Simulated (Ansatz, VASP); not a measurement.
MgTl in VASP and in Ansatz

The input INCAR:

```
SYSTEM = MgTl
  PREC = Accurate
  ENCUT = 520
  EDIFF = 1E-8
  ISMEAR = -1
  SIGMA = 0.05
  LREAL = .False.
  LASPH = .True.
  NELM = 60
  ALGO = Normal
  ISIF = 2
  LWAVE = .False.
  LCHARG = .False.
  LEFG = .True.
  NBANDS = 14
```

KPOINTS

```
Automatic mesh
0
Gamma
  9 9 9
  0 0 0
```

File POSCAR:

```
MgTl
1.0
    3.5607955052      0.0000000000      0.0000000000
    0.0000000000      3.5607955052      0.0000000000
    0.0000000000      0.0000000000      3.5607955052
Mg Tl
1 1
Direct
    0.0000000000      0.0000000000      0.0000000000
    0.5000000000      0.5000000000      0.5000000000
```

Input for Ansatz:

```yaml
crystal:
  lattice:
    - [3.5607955052, 0.0, 0.0]
    - [0.0, 3.5607955052, 0.0]
    - [0.0, 0.0, 3.5607955052]
  atoms:
    - { symbol: Mg, position: [0.0, 0.0, 0.0] }
    - { symbol: Tl, position: [0.5, 0.5, 0.5] }
kpoints:
  mp_grid: { grid: [9, 9, 9] }
scf:
  occupations: { method: fermi_dirac, width: 0.05 }
hamiltonian:
  xc: lda
  pseudopotentials: { kind: paw }
output:
  forces: true
  stress: true
  eigenvalues: true
  efg: { contact_densities: true }
```

Change from the starting cell: volume scaled by 0.94, PAW files.

Alike in both runs: task electric field gradients; functional LDA; k mesh 9 × 9 × 9; occupations fermi-dirac, width 0.05 eV; no spin polarisation.

|  | VASP | Ansatz |
| --- | --- | --- |
| version | VASP 6.6.1 | Ansatz 0.2.0 |
| potentials or method | VASP PAW LDA potentials, release 64 (Mg, Tl_d) | PAW with Ansatz's default frozen-core files, scalar-relativistic |
| plane-wave cutoff (eV) | 520 | 420 |
| valence electrons in the cell | 15 | 23 |

```csv
,VASP,Ansatz,Ansatz less VASP
pressure (GPa),-0.2,0.1,+0.27
```

LDA's correlation is that of Perdew and Zunger in VASP and of Perdew and Wang (1992) in Ansatz. VASP's potentials hold 15 valence electrons a cell and Ansatz's 23, so a difference there can come from the potentials and not from the codes.

Spin-orbit coupling is off throughout.
